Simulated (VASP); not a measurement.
# C in VASP: further runs, part 2 of 2

VASP 6.6.1. Earlier steps stand in the parts before.

### Step 5. Single point, PBE, collinear spin

File INCAR:

```
SYSTEM = C
PREC     = Accurate       ! precision mode
ENCUT    = 520            ! plane-wave cutoff, eV
EDIFF    = 1E-6           ! SCF threshold, eV
ISMEAR   = 0              ! smearing method
SIGMA    = 0.1            ! smearing width, eV
LREAL    = .False.        ! projectors in reciprocal space
LASPH    = .True.         ! aspherical terms in the spheres
NELM     = 200            ! most SCF steps
ALGO     = Normal         ! electronic algorithm
ISIF     = 2              ! what is computed and relaxed
LWAVE    = .False.        ! write WAVECAR
LCHARG   = .True.         ! write CHGCAR
ISPIN    = 2              ! spin polarisation
MAGMOM   = 1 1 1 1 1 1 1  ! initial moments
LORBIT   = 11             ! projections on sites
LDIPOL   = .True.       
IDIPOL   = 3            
DIPOL    = 0.5 0.5 0.500
GGA      = PE             ! functional
LELF     = .True.         ! ELF
LVHAR    = .True.       
LVACPOTAV= .True.       
NBANDS   = 27             ! bands
GGA_COMPAT= .False.      
NELMDL   = -8
```

File KPOINTS:

```
Automatic mesh
0
Gamma
  6 6 1
  0 0 0
```

File POSCAR:

```
C
1.0
    4.9121060000      0.0000000000      0.0000000000
   -2.4560520000      4.2540080000      0.0000000000
    0.0000000000      0.0000000000     15.0000000000
C
7
Direct
    0.1666666700      0.8333333300      0.4982149200
    0.6666666700      0.3333333300      0.4982149200
    0.6666666700      0.8333333300      0.4982149200
    0.3333333300      0.1666666700      0.5017850800
    0.3333333300      0.6666666700      0.5017850800
    0.8333333300      0.1666666700      0.5017850800
    0.8333333300      0.6666666700      0.5017850800
```

Potentials or basis: VASP PAW PBE potentials, release 64 (C).

On the command line:

```console
> cat potpaw_PBE.64/C/POTCAR > POTCAR
> mpirun -np 1 vasp_std > vasp.out
```

OUTCAR:

```text
SYSTEM = C
   PREC = Accurate
   ENCUT = 520
   EDIFF = 1E-6
   ISMEAR = 0
   LREAL = .False.
   LASPH = .True.
   NELM = 200
   ISIF = 2
   ISPIN = 2
   LORBIT = 11
   GGA = PE
   NELMDL = -8

 ion  position               nearest neighbor table
   1  0.167  0.833  0.498-   5 1.42   4 1.42   7 1.42
   2  0.667  0.333  0.498-   6 1.42   7 1.42   4 1.42
   3  0.667  0.833  0.498-   7 1.42   6 1.42   5 1.42
   4  0.333  0.167  0.502-   1 1.42   2 1.42
   5  0.333  0.667  0.502-   1 1.42   3 1.42
   6  0.833  0.167  0.502-   2 1.42   3 1.42
   7  0.833  0.667  0.502-   3 1.42   2 1.42   1 1.42

  LATTYP: Found a hexagonal cell.
 ALAT       =     4.9121060000
 C/A-ratio  =     3.0536800305

  Lattice vectors:

[... 634 lines left out ...]
      1.22803      3.54501      7.47322         0.519605     -0.299994      0.670982
      1.22803      0.70900      7.52678         1.487594     -0.858863     -0.418989
      0.00000      2.83601      7.52678         0.000000      1.717725     -0.418989
      3.68408      0.70900      7.52678        -1.487594     -0.858863     -0.418989
      2.45605      2.83601      7.52678         0.000000      0.000000     -0.755979
 -----------------------------------------------------------------------------------
    total drift:                                0.000000     -0.000002     -0.000014

  FREE ENERGIE OF THE ION-ELECTRON SYSTEM (eV)
  ---------------------------------------------------
  free  energy   TOTEN  =       -57.2807480485 eV

  energy  without entropy=      -57.2739925737  energy(sigma->0) =      -57.27737031

 vacuum level on the upper side and lower side of the slab         1.853         1.804

 total charge

# of ion       s       p       d       tot
------------------------------------------
    1        0.868   1.768   0.000   2.636
    2        0.868   1.768   0.000   2.636
    3        0.868   1.768   0.000   2.636
    4        0.899   1.526   0.000   2.425
    5        0.899   1.526   0.000   2.425
    6        0.899   1.526   0.000   2.425
    7        0.877   1.778   0.000   2.655
--------------------------------------------------
tot          6.178  11.659   0.000  17.838

 magnetization (x)

# of ion       s       p       d       tot
------------------------------------------
    1       -0.005  -0.042   0.000  -0.047
    2       -0.005  -0.042   0.000  -0.047
    3       -0.005  -0.042   0.000  -0.047
    4        0.016   0.152   0.000   0.167
    5        0.016   0.152   0.000   0.167
    6        0.016   0.152   0.000   0.167
    7        0.012   0.185   0.000   0.196
--------------------------------------------------
tot          0.044   0.514   0.000   0.558
```

OSZICAR:

```text
N       E                     dE             d eps       ncg     rms          rms(c)
DAV:   1     0.212760723777E+03    0.21276E+03   -0.10064E+04   764   0.759E+02
DAV:   2    -0.271138655579E+02   -0.23987E+03   -0.22661E+03  1185   0.184E+02
[... 22 lines left out ...]
DAV:  25    -0.572807349610E+02   -0.14394E-04   -0.81332E-07   711   0.550E-03    0.812E-04
DAV:  26    -0.572807419143E+02   -0.69532E-05   -0.48685E-07   642   0.329E-03    0.455E-04
DAV:  27    -0.572807444881E+02   -0.25738E-05   -0.26138E-07   639   0.214E-03    0.251E-04
DAV:  28    -0.572807458485E+02   -0.13604E-05   -0.68378E-08   620   0.131E-03    0.166E-04
DAV:  29    -0.572807472099E+02   -0.13614E-05   -0.42309E-08   598   0.862E-04    0.942E-05
DAV:  30    -0.572807480485E+02   -0.83860E-06   -0.24938E-08   628   0.552E-04
   1 F= -.57280748E+02 E0= -.57277370E+02  d E =-.675547E-02  mag=     1.0551
```

Run time: 7.1 min. Hardware: 1 thread of Intel Xeon Platinum 8375C at 2.90GHz (Ice Lake), shared host; peak memory 0.57 GiB.

What came out:

```yaml
Free_energy: -57.2807 eV
Largest_force: 1.768 eV/Å
Net_moment: 1.06 μB per cell
Site_moments: C -0.05, +0.17, +0.20 (each value once) μB
Valence_electrons_inside_the_program's_atomic_spheres: C 2.64, 2.42, 2.65 (each value once)
```

Forces in eV/Å, atoms in the order of the input:
```
C   -0.520 -0.300  0.671
C    0.000  0.600  0.671
C    0.520 -0.300  0.671
C    1.488 -0.859 -0.419
C    0.000  1.718 -0.419
C   -1.488 -0.859 -0.419
C    0.000  0.000 -0.756
```

Levels at points of the mesh, in eV from the Fermi level:
Spin up:
```
           k point  band 12  band 13  band 14  band 15  band 16  band 17
(0.00, 0.00, 0.00)    -1.94    -1.94    -0.51     1.99     1.99     2.40
(0.50, 0.00, 0.00)    -3.37    -2.27    -1.26    -0.53     1.22     3.37
```
Spin down:
```csv
k point,band 10,band 11,band 12,band 13,band 14,band 15,band 16,band 17
"(0.00, 0.00, 0.00)",-4.38,-4.38,-1.66,-1.66,0.44,2.34,2.34,2.78
"(0.50, 0.00, 0.00)",-4.63,-4.22,-3.11,-1.99,-0.87,0.30,1.57,3.79
```

### Step 6. The runs side by side

```tsv
spin	cell	gap on the mesh (eV)	largest force (eV/Å)
off	a = 4.912, b = 4.912, c = 15.000 Å, angles 90.0, 90.0, 120.0°, 7 atoms, atomic positions A	none	1.67
off	a = 4.934, b = 4.934, c = 23.907 Å, angles 90.0, 90.0, 120.0°, 7 atoms, atomic positions B	none	0.03
collinear	a = 4.912, b = 4.912, c = 15.000 Å, angles 90.0, 90.0, 120.0°, 7 atoms, atomic positions A	none	1.77
```

Alike in all rows: task single point; level PBE; potentials or basis VASP PAW PBE potentials, release 64 (C); k mesh 6 × 6 × 1; cutoff (eV) 520; smearing gaussian 0.1 eV.

Total energies depend on the potentials used, so only differences within one code and one set of settings carry meaning.
